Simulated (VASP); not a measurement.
# Sc (P6_3/mmc) in VASP: a series of runs

The runs below take Sc through single point, with LDA.

Everything below comes from runs of VASP 6.6.1. Logs are shortened: lines on timing, memory, paths and dates and some standing lists are left out, and cuts for length are marked.

## Step 1: The cell of the first run

It takes space group P6_3/mmc (No. 194, hexagonal). Conventional cell: a = 3.165 Å, b = 3.165 Å, c = 4.905 Å, α = 90.00°, β = 90.00°, γ = 120.00°. Within 4.0 Å of Sc (site symmetry -6m2) lie 12 Sc at 3.06 to 3.17 Å.

## Step 2: Single point, LDA

Contents of INCAR:

```
  ALGO = Normal
  EDIFF = 1E-6
  ENCUT = 520
  ISIF = 2
  ISMEAR = -1
  LASPH = True
  LCHARG = True
  LELF = True
  LREAL = False
  LVHAR = True
  LWAVE = False
  NBANDS = 18
  NELM = 80
  PREC = Accurate
  SIGMA = 0.1
```

Contents of KPOINTS:

```
k-points
0
Gamma
  16 16 10
```

Contents of POSCAR:

```
Sc
1.0
    3.1652274854      0.0000000000      0.0000000000
   -1.5826137427      2.7411674111      0.0000000000
    0.0000000000      0.0000000000      4.9052579626
Sc
2
Direct
    0.3333333333      0.6666666667      0.2500000000
    0.6666666667      0.3333333333      0.7500000000
```

Potentials or basis: VASP PAW LDA potentials, release 64 (Sc_sv).

Launch:

```console
$ cat potpaw_LDA.64/Sc_sv/POTCAR > POTCAR
$ mpirun -np 1 vasp_std > vasp.out
```

OUTCAR:

```text
EDIFF = 1E-6
   ENCUT = 520
   ISIF = 2
   ISMEAR = -1
   LASPH = True
   LREAL = False
   NELM = 80
   PREC = Accurate

 ion  position               nearest neighbor table
   1  0.333  0.667  0.250-   2 3.06   2 3.06   2 3.06   2 3.06   2 3.06   2 3.06
   2  0.667  0.333  0.750-   1 3.06   1 3.06   1 3.06   1 3.06   1 3.06   1 3.06

  LATTYP: Found a hexagonal cell.
 ALAT       =     3.1652274854
 C/A-ratio  =     1.5497331504

  Lattice vectors:

 A1 = (   3.1652274854,   0.0000000000,   0.0000000000)
 A2 = (  -1.5826137427,   2.7411674111,   0.0000000000)
 A3 = (   0.0000000000,   0.0000000000,   4.9052579626)

Analysis of symmetry for initial positions (statically):
=====================================================================
 Subroutine PRICEL returns:
 Original cell was already a primitive cell.

 Routine SETGRP: Setting up the symmetry group for a
 hexagonal supercell.

 Subroutine GETGRP returns: Found 24 space group operations
 (whereof 12 operations were pure point group operations)
 out of a pool of 24 trial point group operations.

The static configuration has the point symmetry D_3d.
 The point group associated with its full space group is D_6h.

Analysis of symmetry for dynamics (positions and initial velocities):
=====================================================================
 Subroutine PRICEL returns:
 Original cell was already a primitive cell.

 Routine SETGRP: Setting up the symmetry group for a
 hexagonal supercell.

 Subroutine GETGRP returns: Found 24 space group operations
 (whereof 12 operations were pure point group operations)
 out of a pool of 24 trial point group operations.

The dynamic configuration has the point symmetry D_3d.
 The point group associated with its full space group is D_6h.

 Subroutine INISYM returns: Found 24 space group operations
 (whereof 12 operations are pure point group operations),
 and found     1 'primitive' translations

----------------------------------------------------------------------------------------

                                     Primitive cell

  volume of cell :      42.5601

  direct lattice vectors                    reciprocal lattice vectors
     3.165227485  0.000000000  0.000000000     0.315933058  0.182404036  0.000000000
    -1.582613743  2.741167411  0.000000000     0.000000000  0.364808073  0.000000000
     0.000000000  0.000000000  4.905257963     0.000000000  0.000000000  0.203862877

  length of vectors
     3.165227485  3.165227485  4.905257963     0.364808073  0.364808073  0.203862877

  position of ions in fractional coordinates (direct lattice)
     0.333333333  0.666666667  0.250000000
     0.666666667  0.333333333  0.750000000

  ion indices of the primitive-cell ions
   primitive index   ion index
                 1           1
                 2           2

----------------------------------------------------------------------------------------

 KPOINTS: k-points

Automatic generation of k-mesh.
 Grid dimensions read from file:
 generate k-points for:   16   16   10

 Generating k-lattice:

  Cartesian coordinates                     Fractional coordinates (reciprocal lattice)
     0.019745816  0.011400252  0.000000000     0.062500000 -0.000000000  0.000000000
     0.000000000  0.022800505  0.000000000     0.000000000  0.062500000  0.000000000
     0.000000000  0.000000000  0.020386288     0.000000000  0.000000000  0.100000000

  Length of vectors
     0.022800505  0.022800505  0.020386288

  Shift w.r.t. Gamma in fractional coordinates (k-lattice)
     0.000000000  0.000000000  0.000000000

 Subroutine IBZKPT returns following result:
 ===========================================

 Found    180 irreducible k-points:

 Following reciprocal coordinates:
            Coordinates               Weight
  0.000000  0.000000  0.000000      1.000000
  0.062500 -0.000000  0.000000      6.000000
  0.125000 -0.000000  0.000000      6.000000
  0.187500 -0.000000  0.000000      6.000000
  0.250000 -0.000000  0.000000      6.000000
  0.312500  0.000000  0.000000      6.000000
[... 16 lines left out ...]
  0.187500  0.187500  0.000000      6.000000
  0.250000  0.187500  0.000000     12.000000
 [... further k-points ...]
   k-points           NKPTS =    180   k-points in BZ     NKDIM =    180   number of bands    NBANDS=     18
   number of dos      NEDOS =    301   number of ions     NIONS =      2
   total plane-waves  NPLWV =  20736
   dimension x,y,z NGX =    24 NGY =   24 NGZ =   36
   dimension x,y,z NGXF=    48 NGYF=   48 NGZF=   72
   ions per type =               2
   NGX,Y,Z   is equivalent  to a cutoff of  12.61, 12.61, 12.20 a.u.
   NGXF,Y,Z  is equivalent  to a cutoff of  25.21, 25.21, 24.40 a.u.
 SYSTEM =  unknown system
   PREC   = accura    normal or accurate (medium, high low for compatibility)
   ISTART =      0    job   : 0-new  1-cont  2-samecut
   ICHARG =      2    charge: 1-file 2-atom 10-const
   ISPIN  =      1    spin polarized calculation?
   LNONCOLLINEAR =      F non collinear calculations
   LSORBIT =      F    spin-orbit coupling
   LASPH  =      T    aspherical Exc in radial PAW
   ENCUT  =  520.0 eV  38.22 Ry    6.18 a.u.   5.89  5.89  9.12*2*pi/ulx,y,z
   NELM   =     80;   NELMIN=  2; NELMDL= -5     # of ELM steps
   EDIFF  = 0.1E-05   stopping-criterion for ELM
   LREAL  =      F    real-space projection
   EDIFFG = 0.1E-04   stopping-criterion for IOM
   NSW    =      0    number of steps for IOM
   IBRION =     -1    ionic relax: 0-MD 1-quasi-New 2-CG
   NFREE  =      0    steps in history (QN), initial steepest desc. (CG)
   ISIF   =      2    stress and relaxation
   ISYM   =      2    0-nonsym 1-usesym 2-fastsym
   POTIM  = 0.5000    time-step for ionic-motion
   TEBEG  =    0.0;   TEEND  =   0.0 temperature during run
   PSTRESS=    0.0 pullay stress
   NELECT =      22.0000    total number of electrons
   NUPDOWN=      -1.0000    fix difference up-down
   EMIN   =  10.00;   EMAX   =-10.00  energy-range for DOS
   EFERMI =   0.00;   METHOD = LEGACY
   ISMEAR =    -1;   SIGMA  =   0.10  broadening in eV -4-tet -1-fermi 0-gaus
   EFERMI_NEDOS =   21; number of points for ismear=-14 and -15
   IALGO  =     38    algorithm
   IMIX   =      4    mixing-type and parameters
     AMIX     =   0.40;   BMIX     =  1.00
     AMIX_MAG =   1.60;   BMIX_MAG =  1.00
  volume/ion in A,a.u.               =      21.28       143.60
  Fermi-wavevector in a.u.,A,eV,Ry     =   1.313858  2.482831 23.486671  1.726222
  Thomas-Fermi vector in A             =   2.444151
   LORBIT       =      0    0 simple, 1 ext, 2 COOP (PROOUT), +10 PAW based schemes
   GGA     = CA    functional components
   LHFCALC =     F    Hartree Fock is set to
   AEXX    =    0.0000 exact exchange contribution
   IVDW    =     0    specifies the selected vdW correction
   LEPSILON=     F    determine dielectric tensor
   LRPA    =     F    only Hartree local field effects (RPA)
 non-spin polarized calculation
  energy-cutoff  :      520.00
  volume of cell :       42.56
 maximum number of plane-waves:      1164
 NGX is ok and might be reduce to    24
   NGX = 11   NGY = 11   NGZ = 19

 number of electron      21.9999995 magnetization

 Free energy of the ion-electron system (eV)
  ---------------------------------------------------
  ext. energy  EPLUGINS =         0.00000000
  ---------------------------------------------------
  free energy    TOTEN  =       -13.47458669 eV

  energy without entropy =      -13.36386440  energy(sigma->0) =      -13.41922555

 E-fermi :   4.3567     XC(G=0): -10.7650

 val. band max:        4.3517428536   @ k =   0.1875   0.0625   0.1000
 cond. band min:       4.3588418377   @ k =   0.2500   0.2500   0.3000
 fundamental gap:      0.0070989841
 Fermi energy:         4.3566829631

 k-point     1 :       0.0000    0.0000    0.0000
  band No.  band energies     occupation
      1     -44.0977      2.00000
      2     -43.9560      2.00000
      3     -23.4354      2.00000
      4     -22.8506      2.00000
      5     -22.8506      2.00000
      6     -22.7398      2.00000
[... 10 lines left out ...]
     17       6.9153      0.00000
     18       6.9153      0.00000

 k-point     2 :       0.0625   -0.0000    0.0000
  band No.  band energies     occupation
      1     -44.0941      2.00000
      2     -43.9548      2.00000
      3     -23.4267      2.00000
      4     -22.8672      2.00000
      5     -22.8565      2.00000
      6     -22.7574      2.00000
[... 10 lines left out ...]
     17       6.8319      0.00000
     18       6.8496      0.00000

 k-point     3 :       0.1250   -0.0000    0.0000
  band No.  band energies     occupation
      1     -44.0837      2.00000
      2     -43.9516      2.00000
      3     -23.4015      2.00000
      4     -22.9146      2.00000
      5     -22.8727      2.00000
      6     -22.8066      2.00000
[... 10 lines left out ...]
     17       6.8096      0.00000
     18       6.8828      0.00000

 k-point     4 :       0.1875   -0.0000    0.0000
  band No.  band energies     occupation
      1     -44.0678      2.00000
      2     -43.9471      2.00000
      3     -23.3616      2.00000
      4     -22.9861      2.00000
      5     -22.8961      2.00000
      6     -22.8783      2.00000
[... 375 lines left out ...]
      4     -23.1447      2.00000
      5     -23.1047      2.00000
      6     -23.0225      2.00000
[... 10 lines left out ...]
     17       8.7443      0.00000
     18       8.9904      0.00000

 k-point    23 :       0.1875    0.1875    0.0000
  band No.  band energies     occupation
      1     -44.0222      2.00000
      2     -43.9390      2.00000
      3     -23.2379      2.00000
      4     -23.1092      2.00000
      5     -23.1020      2.00000
      6     -22.9338      2.00000
[... 10 lines left out ...]
     17       7.9308      0.00000
     18       8.4167      0.00000

 k-point    24 :       0.2500    0.1875    0.0000
  band No.  band energies     occupation
      1     -44.0036      2.00000
      2     -43.9385      2.00000
      3     -23.1817      2.00000
      4     -23.1757      2.00000
      5     -23.1249      2.00000
      6     -22.9749      2.00000
[... 10 lines left out ...]
     17       8.3919      0.00000
     18       8.9099      0.00000

 [... further k-points ...]

------------------------ aborting loop because EDIFF is reached ----------------------------------------

  FORCE on cell =-STRESS in cart. coord.  units (eV):
  Direction    XX          YY          ZZ          XY          YZ          ZX
  --------------------------------------------------------------------------------------
  -------------------------------------------------------------------------------------
  Total        1.0953111      1.0953111      1.0847734      0.0000000      0.0000000     -0.0000000
  in kB       41.2330750     41.2330750     40.8363823      0.0000000      0.0000000     -0.0000000
  external PRESSURE =      41.1008441 kB  Pullay stress =       0.0000000 kB

 VOLUME and BASIS-vectors are now :
 -----------------------------------------------------------------------------
  energy-cutoff  :      520.00
  volume of cell :       42.56
      direct lattice vectors                 reciprocal lattice vectors
     3.165227485  0.000000000  0.000000000     0.315933058  0.182404036  0.000000000
    -1.582613743  2.741167411  0.000000000     0.000000000  0.364808073  0.000000000
     0.000000000  0.000000000  4.905257963     0.000000000  0.000000000  0.203862877

 POSITION                                       TOTAL-FORCE (eV/Angst)
 -----------------------------------------------------------------------------------
     -0.00000      1.82744      1.22631        -0.000000     -0.000000      0.000000
      1.58261      0.91372      3.67894         0.000000      0.000000      0.000000
 -----------------------------------------------------------------------------------
    total drift:                                0.000000     -0.000000      0.000000

  FREE ENERGIE OF THE ION-ELECTRON SYSTEM (eV)
  ---------------------------------------------------
  free  energy   TOTEN  =       -13.4745866933 eV

  energy  without entropy=      -13.3638644011  energy(sigma->0) =      -13.41922555
```

It took 32 s on 1 thread of Intel Xeon 6975P-C (Granite Rapids), shared host; peak memory 0.22 GiB.

What came out:

- Free energy: -13.4746 eV
- Pressure: 4.1 GPa
- Band gap on the k mesh: zero (bands 11 and 12 overlap by 1.76 eV)

Caveat: the cell stands under pressure.

## Step 3: Single point, LDA

This run uses another cell than the first one, of 21.89 Å³/atom.

Contents of INCAR:

```
ALGO = Normal
EDIFF = 1E-6
ENCUT = 520
ISIF = 2
ISMEAR = -1
LASPH = True
LCHARG = False
LREAL = False
LWAVE = False
NBANDS = 18
NELM = 100
PREC = Accurate
SIGMA = 0.1
```

KPOINTS is that of step 2.

Contents of POSCAR:

```
Sc
1.0
    3.1947668568      0.0000000000      0.0000000000
   -1.5973834284      2.7667492572      0.0000000000
    0.0000000000      0.0000000000      4.9537683084
Sc
2
Direct
    0.3333333333      0.6666666667      0.2500000000
    0.6666666667      0.3333333333      0.7500000000
```

Potentials or basis: VASP PAW LDA potentials, release 64 (Sc_sv).

Launch:

```console
$ cat potpaw_LDA.64/Sc_sv/POTCAR > POTCAR
$ mpirun -np 1 vasp_std > vasp.out
```

Wall time 33 s (1 thread of Intel Xeon 6975P-C (Granite Rapids), shared host); peak memory 0.22 GiB.

Results (log left out):

```
Free energy            : -13.4987 eV
Pressure               : 2.1 GPa
Band gap on the k mesh : zero (bands 11 and 12 overlap by 1.66 eV)
```

Levels at points of the mesh, in eV from the Fermi level:
| k point | band 8 | band 9 | band 10 | band 11 | band 12 | band 13 | band 14 | band 15 |
| --- | --- | --- | --- | --- | --- | --- | --- | --- |
| (0.00, 0.00, 0.00) | -27.15 | -5.27 | -1.80 | 1.06 | 1.68 | 1.68 | 2.01 | 2.21 |
| (0.50, 0.00, 0.00) | -27.25 | -1.65 | -1.22 | -0.84 | -0.21 | 1.36 | 1.47 | 2.09 |
| (0.00, 0.00, 0.50) | -27.24 | -3.57 | -3.57 | 1.05 | 1.05 | 1.57 | 1.57 | 1.57 |
| (0.50, 0.00, 0.50) | -27.31 | -1.65 | -1.65 | 0.09 | 0.09 | 1.58 | 1.58 | 2.58 |
